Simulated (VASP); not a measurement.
A run of VASP 6.6.1 is set up as follows.

Contents of INCAR:

```
SYSTEM = Sn
ALGO     = Normal         ! electronic algorithm
EDIFF    = 1E-8           ! SCF threshold, eV
ENCUT    = 520            ! plane-wave cutoff, eV
GGA      = PE             ! functional
ISIF     = 2              ! what is computed and relaxed
ISMEAR   = -1             ! smearing method
LASPH    = .True.         ! aspherical terms in the spheres
LCHARG   = .False.        ! write CHGCAR
LEFG     = .True.       
LREAL    = .False.        ! projectors in reciprocal space
LWAVE    = .False.        ! write WAVECAR
NBANDS   = 21             ! bands
NELM     = 60             ! most SCF steps
PREC     = Accurate       ! precision mode
SIGMA    = 0.03           ! smearing width, eV
```

The input KPOINTS:

```
k-points
0
Gamma
  9 9 9
  0 0 0
```

Contents of POSCAR:

```
Sn
1.0
    0.0000000000      3.3105120000      3.2456000000
    3.3105120000      0.0000000000      3.2456000000
    3.3105120000      3.3105120000      0.0000000000
Sn
2
Direct
    0.5000000000      0.5000000000      0.5000000000
    0.7500000000      0.7500000000      0.7500000000
```

Potentials or basis: VASP PAW PBE potentials, release 64 (Sn_d).

Command:

```console
$ cat potpaw_PBE.64/Sn_d/POTCAR > POTCAR
$ mpirun -np 1 vasp_std > vasp.out
```

Problem. What does it give for the pressure?

Solution. 1.3 GPa.

Problem. Estimate the band gap on the k mesh.

Solution. Zero (bands 14 and 15 overlap by 0.11 eV).

Electric field gradients, principal values (V/Å²):
```
atom   least  middle  greatest (by size)
1 Sn  -1.627  -1.629               3.255
2 Sn  -1.627  -1.629               3.255
```

Caveat: the cell differs from its parent crystal (x and y stretched by +2 %, z held); without QUAD_EFG the Cq values of the log hold for a quadrupole moment of 1 mb, not for the nuclei; spin-orbit coupling is left out, which moves the levels of the heavy elements.
